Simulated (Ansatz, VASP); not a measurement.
## One calculation of Al3InAs4, two programs

```
Al In As
1.0
     3.90053    0.00000    0.00000
     0.00000    3.90053    0.00000
     0.00000    0.00000   11.03235
Al In As
3 1 4
Direct
  0.00000 0.00000 0.75000
  0.50000 0.50000 0.50000
  0.00000 0.00000 0.25000
  0.50000 0.50000 0.00000
  0.50000 0.00000 0.62500
  0.00000 0.50000 0.37500
  0.50000 0.00000 0.12500
  0.00000 0.50000 0.87500
```

Alike in both runs: task single point; functional PBE; k mesh 4 × 4 × 2; occupations gaussian, width 0.1 eV; no spin polarisation.

```csv
,VASP,Ansatz
version,VASP 6.6.1,Ansatz 0.2.0
potentials or method,"VASP PAW PBE potentials, release 64 (Al, In_d, As), cutoff 520 eV","scalar-relativistic, plane waves, PAW"
valence electrons in the cell,42,82
```

|  | VASP | Ansatz | Ansatz less VASP |
| --- | --- | --- | --- |
| gap on the k mesh at the Fermi level (eV) | 1.16 | 1.17 | +0.013 |
| least direct gap on the mesh (eV) | 1.19 | 1.20 | +0.014 |
| pressure (GPa) | 16.9 | 16.6 | -0.26 |
| traceless stress, the component that is largest in VASP (GPa) | -0.74 | -0.74 | +0.004 |
| rms of the force components (eV/Å) | 0.716 | 0.717 | +0.0008 |

Atom by atom the forces differ by 0.001 eV/Å (rms over components). The functional is the same, so the differences come from potentials, cutoffs and numerics. VASP's potentials hold 42 valence electrons a cell and Ansatz's 82, so a difference there can come from the potentials and not from the codes.
